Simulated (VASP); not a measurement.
Here is a VASP 6.6.1 calculation.

The input INCAR:

```
SYSTEM = PtS2
ALGO = Normal
EDIFF = 1E-6
ENCUT = 520
GGA = PE
ISIF = 2
ISMEAR = 0
LASPH = .True.
LCHARG = .True.
LELF = .True.
LREAL = .False.
LVHAR = .True.
LWAVE = .False.
NBANDS = 18
NELM = 100
PREC = Accurate
SIGMA = 0.05
```

File KPOINTS:

```
k-points
0
Gamma
  12 12 8
  0 0 0
```

The input POSCAR:

```
PtS2
1.0
    3.3660395020      0.0000000000      0.0000000000
   -1.6830197510      2.9150757189      0.0000000000
    0.0000000000      0.0000000000      4.9128300000
Pt S
1 2
Direct
    0.0000000000      0.0000000000      0.0000000000
    0.3333333333      0.6666666667      0.2500000000
    0.6666666667      0.3333333333      0.7500000000
```

Potentials or basis: VASP PAW PBE potentials, release 64 (Pt, S).

The run is started by

```bash
$ cat potpaw_PBE.64/Pt/POTCAR potpaw_PBE.64/S/POTCAR > POTCAR
$ mpirun -np 1 vasp_std > vasp.out
```

Q: What does it give for the largest force?

A: 1.497 eV/Å.

Q: What does it give for the pressure?

A: 28.0 GPa.

Q: Estimate the band gap on the k mesh.

A: 0.69 eV, indirect (least direct gap 0.96 eV).

Forces on the atoms (eV/Å):
```
Pt   0.000  0.000  0.000
S    0.000  0.000  1.497
S    0.000  0.000 -1.497
```

Caveat: the cell differs from its parent crystal (strain -0.050 along x and y, -0.025 along z); spin-orbit coupling is left out, which moves the levels of the heavy elements; forces of over 1 eV/Å act on the atoms, so gaps and moduli don't describe the material at rest. A k mesh can miss the band edges.
